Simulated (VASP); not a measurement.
# Nb (Fm-3m) in VASP: settings compared

The runs below take Nb through equation of state, elastic constants, with PBE, PBEsol.

Program: VASP 6.6.1. These are calculated values, not measurements. Logs are shortened: lines on timing, memory, paths and dates and some standing lists are left out, and cuts for length are marked.

## 1. The cell of the first run

The structure is cubic, space group Fm-3m (No. 225). The conventional cell has a = 4.230 Å, b = 4.230 Å, c = 4.230 Å, α = 90.00°, β = 90.00°, γ = 90.00°. Within 3.9 Å of Nb (site symmetry m-3m) lie 12 Nb at 2.99 Å.

This isn't the form of Nb at room conditions, which is bcc.

## 2. Equation of state, PBE

Input file POSCAR.step1:

```
Nb
1.0
    0.0000000000      2.0495452091      2.0495452091
    2.0495452091      0.0000000000      2.0495452091
    2.0495452091      2.0495452091      0.0000000000
Nb
1
Direct
    0.0000000000      0.0000000000      0.0000000000
```

Input file POSCAR.step2:

```
Nb
1.0
    0.0000000000      2.0718246199      2.0718246199
    2.0718246199      0.0000000000      2.0718246199
    2.0718246199      2.0718246199      0.0000000000
Nb
1
Direct
    0.0000000000      0.0000000000      0.0000000000
```

Input file POSCAR.step3:

```
Nb
1.0
    0.0000000000      2.0936349029      2.0936349029
    2.0936349029      0.0000000000      2.0936349029
    2.0936349029      2.0936349029      0.0000000000
Nb
1
Direct
    0.0000000000      0.0000000000      0.0000000000
```

Input file POSCAR.step4:

```
Nb
1.0
    0.0000000000      2.1150000000      2.1150000000
    2.1150000000      0.0000000000      2.1150000000
    2.1150000000      2.1150000000      0.0000000000
Nb
1
Direct
    0.0000000000      0.0000000000      0.0000000000
```

Input file POSCAR.step5:

```
Nb
1.0
    0.0000000000      2.1359419560      2.1359419560
    2.1359419560      0.0000000000      2.1359419560
    2.1359419560      2.1359419560      0.0000000000
Nb
1
Direct
    0.0000000000      0.0000000000      0.0000000000
```

Input file POSCAR.step6:

```
Nb
1.0
    0.0000000000      2.1564811194      2.1564811194
    2.1564811194      0.0000000000      2.1564811194
    2.1564811194      2.1564811194      0.0000000000
Nb
1
Direct
    0.0000000000      0.0000000000      0.0000000000
```

Input file POSCAR.step7:

```
Nb
1.0
    0.0000000000      2.1766363168      2.1766363168
    2.1766363168      0.0000000000      2.1766363168
    2.1766363168      2.1766363168      0.0000000000
Nb
1
Direct
    0.0000000000      0.0000000000      0.0000000000
```

Input file INCAR:

```
  GGA = PE
  ISMEAR = 1
  SIGMA = 0.1
  LWAVE = False
  LCHARG = False
  ISIF = 2
  NSW = 0
  ENCUT = 570
  PREC = Accurate
  LASPH = True
  LREAL = False
  ALGO = Normal
  EDIFF = 1E-7
  NELM = 120
  GGA_COMPAT = False
```

Input file KPOINTS:

```
k-points
0
Gamma
  13 13 13
```

Potentials or basis: VASP PAW PBE potentials, release 64 (Nb_sv_GW).

The run is started by

```
$ cat potpaw_PBE.64/Nb_sv_GW/POTCAR > POTCAR
$ cp POSCAR.step1 POSCAR
$ mpirun -np 1 vasp_std > vasp.out
$ cp POSCAR.step2 POSCAR
$ mpirun -np 1 vasp_std > vasp.out
$ cp POSCAR.step3 POSCAR
$ mpirun -np 1 vasp_std > vasp.out
$ cp POSCAR.step4 POSCAR
$ mpirun -np 1 vasp_std > vasp.out
$ cp POSCAR.step5 POSCAR
$ mpirun -np 1 vasp_std > vasp.out
$ cp POSCAR.step6 POSCAR
$ mpirun -np 1 vasp_std > vasp.out
$ cp POSCAR.step7 POSCAR
$ mpirun -np 1 vasp_std > vasp.out
```

OUTCAR:

```text
GGA = PE
   ISMEAR = 1
   ISIF = 2
   NSW = 0
   ENCUT = 570
   PREC = Accurate
   LASPH = True
   LREAL = False
   EDIFF = 1E-7
   NELM = 120

 Found     84 irreducible k-points:

 Following reciprocal coordinates:
            Coordinates               Weight
  0.000000  0.000000  0.000000      1.000000
  0.076923  0.000000  0.000000      8.000000
  0.153846  0.000000  0.000000      8.000000
  0.230769  0.000000  0.000000      8.000000
  0.307692  0.000000  0.000000      8.000000
  0.384615  0.000000  0.000000      8.000000
   k-points           NKPTS =     84   k-points in BZ     NKDIM =     84   number of bands    NBANDS=     10
   number of dos      NEDOS =    301   number of ions     NIONS =      1
   total plane-waves  NPLWV =  13824
   dimension x,y,z NGX =    24 NGY =   24 NGZ =   24
   dimension x,y,z NGXF=    48 NGYF=   48 NGZF=   48
   ions per type =               1
   NGX,Y,Z   is equivalent  to a cutoff of  12.96, 12.96, 12.96 a.u.
   NGXF,Y,Z  is equivalent  to a cutoff of  25.92, 25.92, 25.92 a.u.
 SYSTEM =  unknown system
   PREC   = accura    normal or accurate (medium, high low for compatibility)
   ISTART =      0    job   : 0-new  1-cont  2-samecut
   ICHARG =      2    charge: 1-file 2-atom 10-const
   ISPIN  =      1    spin polarized calculation?
   LNONCOLLINEAR =      F non collinear calculations
   LSORBIT =      F    spin-orbit coupling
   LASPH  =      T    aspherical Exc in radial PAW
   ENCUT  =  570.0 eV  41.89 Ry    6.47 a.u.   5.99  5.99  5.99*2*pi/ulx,y,z
   NELM   =    120;   NELMIN=  2; NELMDL=  0     # of ELM steps
   EDIFF  = 0.1E-06   stopping-criterion for ELM
   LREAL  =      F    real-space projection
   EDIFFG = 0.1E-05   stopping-criterion for IOM
   NSW    =      0    number of steps for IOM
   IBRION =     -1    ionic relax: 0-MD 1-quasi-New 2-CG
   NFREE  =      0    steps in history (QN), initial steepest desc. (CG)
   ISIF   =      2    stress and relaxation
   ISYM   =      2    0-nonsym 1-usesym 2-fastsym
   POTIM  = 0.5000    time-step for ionic-motion
   TEBEG  =    0.0;   TEEND  =   0.0 temperature during run

   SCALEE = 1.0000    scale energy and forces
   PSTRESS=    0.0 pullay stress
   NELECT =      13.0000    total number of electrons
   NUPDOWN=      -1.0000    fix difference up-down
   EMIN   =  10.00;   EMAX   =-10.00  energy-range for DOS
   EFERMI =   0.00;   METHOD = LEGACY
   ISMEAR =     1;   SIGMA  =   0.10  broadening in eV -4-tet -1-fermi 0-gaus
   EFERMI_NEDOS =   21; number of points for ismear=-14 and -15
   IALGO  =     38    algorithm
   IMIX   =      4    mixing-type and parameters
     AMIX     =   0.40;   BMIX     =  1.00
     AMIX_MAG =   1.60;   BMIX_MAG =  1.00
  volume/ion in A,a.u.               =      20.62       139.18
  Fermi-wavevector in a.u.,A,eV,Ry     =   1.403654  2.652522 26.806806  1.970245
  Thomas-Fermi vector in A             =   2.526294
   LORBIT       =      0    0 simple, 1 ext, 2 COOP (PROOUT), +10 PAW based schemes
   GGA     = PE    functional components
   LHFCALC =     F    Hartree Fock is set to
   AEXX    =    0.0000 exact exchange contribution
   IVDW    =     0    specifies the selected vdW correction
   LEPSILON=     F    determine dielectric tensor
   LRPA    =     F    only Hartree local field effects (RPA)

   CSHIFT  =0.1000    complex shift for real part using Kramers Kronig

   OMEGAMAX=  -1.0    maximum frequency
 non-spin polarized calculation
 Methfessel and Paxton  Order N= 1 SIGMA  =   0.10
  energy-cutoff  :      570.00
  volume of cell :       20.62
 maximum number of plane-waves:       650
   NGX = 11   NGY = 11   NGZ = 11

 number of electron      13.0000002 magnetization

 Free energy of the ion-electron system (eV)
  ---------------------------------------------------
  ext. energy  EPLUGINS =         0.00000000
  ---------------------------------------------------
  free energy    TOTEN  =       -11.07069923 eV

  energy without entropy =      -11.07003724  energy(sigma->0) =      -11.07047857

 E-fermi :   9.2605     XC(G=0): -11.8246

 val. band max:        9.2449816049   @ k =   0.3846   0.1538   0.0769
 cond. band min:       9.2724338852   @ k =   0.4615   0.3077   0.0769
 fundamental gap:      0.0274522803
 Fermi energy:         9.2604608708

 k-point     1 :       0.0000    0.0000    0.0000
  band No.  band energies     occupation
      1     -45.6052      2.00000
      2     -21.1547      2.00000
      3     -21.1547      2.00000
      4     -21.1547      2.00000
      5       3.3581      2.00000
      6       9.4473     -0.02389
      7       9.4473     -0.02389
      8       9.4473     -0.02389
      9      11.7170      0.00000
     10      11.7170      0.00000

 k-point     2 :       0.0769    0.0000    0.0000
  band No.  band energies     occupation
      1     -45.5982      2.00000
      2     -21.2075      2.00000
      3     -21.1616      2.00000
      4     -21.1616      2.00000
      5       3.5553      2.00000
      6       9.3007      0.37607
      7       9.5357     -0.00070
      8       9.5357     -0.00070
      9      11.6446      0.00000
     10      11.6446      0.00000

 k-point     3 :       0.1538    0.0000    0.0000
  band No.  band energies     occupation
      1     -45.5781      2.00000
      2     -21.3516      2.00000
      3     -21.1802      2.00000
      4     -21.1802      2.00000
      5       4.1046      2.00000
      6       8.9676      2.00028
      7       9.7284     -0.00000
      8       9.7284     -0.00000
      9      11.5377      0.00000
     10      11.5377      0.00000

 k-point     4 :       0.2308    0.0000    0.0000
  band No.  band energies     occupation
      1     -45.5489      2.00000
      2     -21.5500      2.00000
      3     -21.2062      2.00000
      4     -21.2062      2.00000
      5       4.8567      2.00000
      6       8.7055      2.00000
      7       9.8008     -0.00000
      8       9.8008     -0.00000
      9      11.6887      0.00000
     10      11.6887      0.00000

 k-point     5 :       0.3077    0.0000    0.0000
  band No.  band energies     occupation
      1     -45.5176      2.00000
      2     -21.7555      2.00000
      3     -21.2334      2.00000
      4     -21.2334      2.00000
      5       5.5021      2.00000
      6       8.8505      2.00000
      7       9.6487     -0.00000
      8       9.6487     -0.00000
      9      12.2227      0.00000
     10      12.2227      0.00000

 k-point     6 :       0.3846    0.0000    0.0000
  band No.  band energies     occupation
      1     -45.4918      2.00000
      2     -21.9223      2.00000
      3     -21.2560      2.00000
      4     -21.2560      2.00000
      5       5.7764      2.00000
      6       9.4424     -0.02738
      7       9.4424     -0.02738
      8       9.5408     -0.00054
      9      12.8886      0.00000
     10      12.8886      0.00000

 [... further k-points ...]

------------------------ aborting loop because EDIFF is reached ----------------------------------------

  FORCE on cell =-STRESS in cart. coord.  units (eV):
  Direction    XX          YY          ZZ          XY          YZ          ZX
  --------------------------------------------------------------------------------------
  -------------------------------------------------------------------------------------
  Total       -1.7643160     -1.7643160     -1.7643160      0.0000000     -0.0000000      0.0000000
  in kB     -137.0564059   -137.0564059   -137.0564059      0.0000000     -0.0000000      0.0000000
  external PRESSURE =    -137.0564059 kB  Pullay stress =       0.0000000 kB

 VOLUME and BASIS-vectors are now :
 -----------------------------------------------------------------------------
  energy-cutoff  :      570.00
  volume of cell :       20.62
      direct lattice vectors                 reciprocal lattice vectors
     0.000000000  2.176636317  2.176636317    -0.229712238  0.229712238  0.229712238
     2.176636317  0.000000000  2.176636317     0.229712238 -0.229712238  0.229712238
     2.176636317  2.176636317  0.000000000     0.229712238  0.229712238 -0.229712238

 POSITION                                       TOTAL-FORCE (eV/Angst)
 -----------------------------------------------------------------------------------
      0.00000      0.00000      0.00000         0.000000      0.000000      0.000000
 -----------------------------------------------------------------------------------
    total drift:                                0.000000      0.000000     -0.000000

  FREE ENERGIE OF THE ION-ELECTRON SYSTEM (eV)
  ---------------------------------------------------
  free  energy   TOTEN  =       -11.0706992336 eV

  energy  without entropy=      -11.0700372412  energy(sigma->0) =      -11.07047857
```

OUTCAR.step1:

```text
GGA = PE
   ISMEAR = 1
   ISIF = 2
   NSW = 0
   ENCUT = 570
   PREC = Accurate
   LASPH = True
[... 193 lines left out ...]
 -----------------------------------------------------------------------------------
      0.00000      0.00000      0.00000         0.000000      0.000000      0.000000
 -----------------------------------------------------------------------------------
    total drift:                                0.000000      0.000000     -0.000000

  FREE ENERGIE OF THE ION-ELECTRON SYSTEM (eV)
  ---------------------------------------------------
  free  energy   TOTEN  =       -11.0721202395 eV

  energy  without entropy=      -11.0718964144  energy(sigma->0) =      -11.07204563
```

Run time: 56 s. Hardware: 1 thread of Intel Xeon Platinum 8481C at 2.70GHz (Sapphire Rapids), shared host; peak memory 0.16 GiB.

What came out:

```
Equilibrium volume                      : 18.79 Å³/atom
Bulk modulus                            : 166 GPa
Pressure derivative of the bulk modulus : 3.9
```

Energy against volume, from the lowest point:
```tsv
volume (Å³/atom)	energy (meV/atom)
17.219	77.96
17.786	29.99
18.354	4.96
18.922	0.00
19.489	12.34
20.057	39.48
20.625	79.38
```

## 3. Elastic constants, PBEsol

Input file INCAR:

```
ALGO = Normal
EDIFF = 1E-8
ENCUT = 600
GGA = PS
IBRION = 6
ISIF = 3
ISMEAR = -1
LASPH = T
LCHARG = F
LREAL = F
LWAVE = F
NBANDS = 12
NELM = 100
NFREE = 2
NSW = 1
POTIM = 0.015
PREC = Accurate
SIGMA = 0.05
```

Input file KPOINTS:

```
k-points
0
Gamma
  10 10 10
```

Input file POSCAR:

```
Nb
1.0
    0.0000000000      2.1150000000      2.1150000000
    2.1150000000      0.0000000000      2.1150000000
    2.1150000000      2.1150000000      0.0000000000
Nb
1
Direct
    0.0000000000      0.0000000000      0.0000000000
```

Potentials or basis: VASP PAW PBE potentials, release 64 (Nb_sv).

The run is started by

```
$ cat potpaw_PBE.64/Nb_sv/POTCAR > POTCAR
$ mpirun -np 1 vasp_std > vasp.out
```

Wall time 12 min (1 thread of Intel Xeon 8259CL, shared host); peak memory 0.26 GiB.

Results (log left out):

| Item | Value |
| --- | --- |
| Elastic constants C11, C12, C44 | -5, 242, -50 GPa |
| Voigt bulk modulus | 159 GPa |

Elastic tensor in Voigt notation (GPa, in the Cartesian axes of the cell as first typed):
```
 -5 242 242   0   0   0
242  -5 242   0   0   0
242 242  -5   0   0   0
  0   0   0 -50   0   0
  0   0   0   0 -50   0
  0   0   0   0   0 -50
```

Clamped-ion elastic tensor (GPa):
```
 -5 242 242   0   0   0
242  -5 242   0   0   0
242 242  -5   0   0   0
  0   0   0 -50   0   0
  0   0   0   0 -50   0
  0   0   0   0   0 -50
```

Caveat: the cell is under stress, which shifts elastic constants; the elastic tensor has a negative eigenvalue, so either the cell is unstable as it stands or the mesh is too thin; the PAW data sets were made with another functional, which shifts forces and pressure a little.

## 4. Elastic constants, PBEsol

Input file INCAR:

```
PREC = Accurate ; ENCUT = 600
EDIFF = 1E-8 ; ISMEAR = -1
SIGMA = 0.05 ; LREAL = False
LASPH = True ; NELM = 100
ALGO = Fast ; ISIF = 3
LWAVE = False ; LCHARG = True
GGA = PS ; NBANDS = 12
IBRION = 6 ; NFREE = 2
POTIM = 0.015 ; NSW = 1
```

Input file KPOINTS:

```
regular mesh
0
Gamma
  8 8 8
```

POSCAR is that of step 3.

The run is started by

```
$ cat potpaw_PBE.64/Nb_sv/POTCAR > POTCAR
$ mpirun -np 1 vasp_std > vasp.out
```

Wall time 12 min (1 thread of AMD EPYC 7R13, shared host); peak memory 0.17 GiB.

Results (log left out):

```
Elastic constants C11, C12, C44 : -20, 240, -54 GPa
Voigt bulk modulus              : 154 GPa
```

Elastic tensor in Voigt notation (GPa, in the Cartesian axes of the cell as first typed):
```
-20 240 240   0   0   0
240 -20 240   0   0   0
240 240 -20   0   0   0
  0   0   0 -54   0   0
  0   0   0   0 -54   0
  0   0   0   0   0 -54
```

Clamped-ion elastic tensor (GPa):
```
-20 240 240   0   0   0
240 -20 240   0   0   0
240 240 -20   0   0   0
  0   0   0 -54   0   0
  0   0   0   0 -54   0
  0   0   0   0   0 -54
```

Caveat: the cell is under stress, which shifts elastic constants; the elastic tensor has a negative eigenvalue, so either the cell is unstable as it stands or the mesh is too thin; the PAW data sets were made with another functional, which shifts forces and pressure a little.
